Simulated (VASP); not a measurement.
B:

```xyz
7
Lattice="2.3969 0.0000 0.0000 -1.1984 2.0757 0.0000 0.0000 0.0000 9.2569" Properties=species:S:1:pos:R:3 pbc="T T T"
B     0.0000    1.3838    7.2285
B     1.1984    0.6919    8.5552
B     0.0000    1.3838    0.7017
B     1.1984    0.6919    2.0284
B     0.0000    1.3838    3.3366
B     0.0000    0.0000    4.6285
B     1.1984    0.6919    5.9203
```

- Program: VASP 6.6.1
- Task: relaxation of cell and atoms
- Functional: PBE
- Potentials or basis: VASP PAW PBE potentials, release 64 (B)
- Cutoff: 600 eV
- k mesh: 12 × 12 × 2
- Occupations: gaussian, width 0.1 eV
- Spin: no spin polarisation

At the start: pressure 0.1 GPa; volume 6.58 Å³/atom.

Question: How do energy, volume and symmetry change on relaxing?

Answer: Over 12 steps the energy falls by 10.8 meV/atom and the volume is 6.48 Å³/atom (-1.5 %); space group P-3m1 (No. 164, to 0.05 Å).

Step by step:
```
step  energy change (eV)  largest force (eV/Å)  pressure (GPa)  volume (Å³)
   1              0.0000                0.1660            0.06        46.06
   2             -0.0231                0.1054           -0.59        46.07
   3             -0.0522                0.3135           -2.87        46.08
   4             -0.0543                0.2121           -2.16        46.08
   5             -0.0550                0.2438           -2.35        46.08
   6             -0.0657                0.2792           -1.00        45.56
   7             -0.0658                0.2804           -0.83        45.50
   8             -0.0723                0.1600            0.35        45.28
   9             -0.0731                0.0958            0.97        45.17
  10             -0.0749                0.0614           -0.02        45.35
  11             -0.0751                0.0621           -0.36        45.41
  12             -0.0756                0.0265           -0.19        45.35
```

Final structure:
```xyz
7
Lattice="2.3386 0.0000 0.0000 -1.1693 2.0253 0.0000 0.0000 0.0000 9.5755" Properties=species:S:1:pos:R:3 pbc="T T T"
B     0.0000    1.3502    7.4661
B     1.1693    0.6751    8.8561
B     0.0000    1.3502    0.7194
B     1.1693    0.6751    2.1094
B     0.0000    1.3502    3.4712
B     0.0000    0.0000    4.7878
B     1.1693    0.6751    6.1043
```
